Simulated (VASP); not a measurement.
Runs of VASP 6.6.1 on SnSe2. The structure is that of space group P-3m1 (No. 164), or close to it. The cells are those of the table. 

| cell | gap on the mesh (eV) | pressure (GPa) | largest force (eV/Å) |
| --- | --- | --- | --- |
| a = 3.811, b = 3.811, c = 6.321 Å, angles 90.0, 90.0, 120.0°, 3 atoms | 0.96 | 1.2 | - |
| a = 3.811, b = 3.811, c = 6.198 Å, angles 90.0, 90.0, 120.0°, 3 atoms | (c) | 2.6 | 0.31 |
| a = 3.811, b = 3.811, c = 5.892 Å, angles 90.0, 90.0, 120.0°, 3 atoms | (a) | (b) | 1.10 |
| a = 3.811, b = 3.811, c = 6.014 Å, angles 90.0, 90.0, 120.0°, 3 atoms | 0.92 | 5.0 | 0.78 |

Alike in all rows: task single point; level r2SCAN; potentials or basis VASP PAW PBE potentials, release 64 (Sn_d, Se); no spin polarisation; k mesh 9 × 9 × 6; cutoff (eV) 520; smearing gaussian 0.05 eV.

Estimate the missing entries.

(a) 0.82; (b) 6.9; (c) 1.01.

Caveats: the PAW data sets were made with another functional, which shifts forces and pressure a little; spin-orbit coupling is left out, which moves the levels of the heavy elements.

A k mesh can miss the band edges, and the runs leave out spin-orbit coupling on Se, Sn.
